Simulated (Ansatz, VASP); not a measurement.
## One calculation of Al2Ga, two programs

INCAR

```
PREC = Accurate
ENCUT = 600
EDIFF = 1E-6
ISMEAR = 0
SIGMA = 0.1
LREAL = False
LASPH = True
NELM = 100
ALGO = Fast
ISIF = 3
LWAVE = False
LCHARG = False
GGA = PE
IBRION = 2
NSW = 100
EDIFFG = -0.01
```

Contents of KPOINTS:

```
Automatic mesh
0
Gamma
  12 12 16
```

File POSCAR:

```
Al2Ga
1.0
    4.6953183571      0.0000000000      0.0000000000
   -2.3476591785      4.0662649761      0.0000000000
    0.0000000000      0.0000000000      2.8622945223
Al Ga
2 1
Direct
    0.3333333333      0.6666666667      0.5000000000
    0.6666666667      0.3333333333      0.5000000000
    0.0000000000      0.0000000000      0.0000000000
```

Input for Ansatz:

```yaml
crystal:
  lattice:
    - [4.6953183571, 0.0, 0.0]
    - [-2.3476591785, 4.0662649761, 0.0]
    - [0.0, 0.0, 2.8622945223]
  atoms:
    - { symbol: Al, position: [0.3333333333, 0.6666666667, 0.5] }
    - { symbol: Al, position: [0.6666666667, 0.3333333333, 0.5] }
    - { symbol: Ga, position: [0.0, 0.0, 0.0] }
basis:
  ecutwfc: 420
kpoints:
  mp_grid: { grid: [12, 12, 16] }
hamiltonian:
  xc: pbe
scf:
  occupations: { method: gaussian, width: 0.1 }
output:
  forces: true
  stress: true
  eigenvalues: true
relax:
  adjacent_minimum: "off"
  f_tol: 0.01
  max_steps: 80
  cell: { stress_tol: 0.05 }
```

Alike in both runs: task relaxation of cell and atoms; functional PBE; k mesh 12 × 12 × 16; occupations gaussian, width 0.1 eV; no spin polarisation.

```csv
,VASP,Ansatz
version,VASP 6.6.1,Ansatz 0.2.0
potentials or method,"VASP PAW PBE potentials, release 64 (Al, Ga_d), cutoff 600 eV","scalar-relativistic, plane waves, PAW"
valence electrons in the cell,19,19
```

|  | VASP | Ansatz | Ansatz less VASP |
| --- | --- | --- | --- |
| gap on the k mesh at the Fermi level, each at its own relaxed structure (eV) | none | none | - |
| relaxed volume (Å³/atom) | 18.31 | 18.31 | +0.001 |
| relaxed cell length with the largest relative difference (Å) | 2.907 | 2.908 | +0.0003 |

A gap of «none» marks a metal or a gap that the smearing closes.

Noted on VASP's run: too few bands were computed for a metal, which touches its energy and stress.
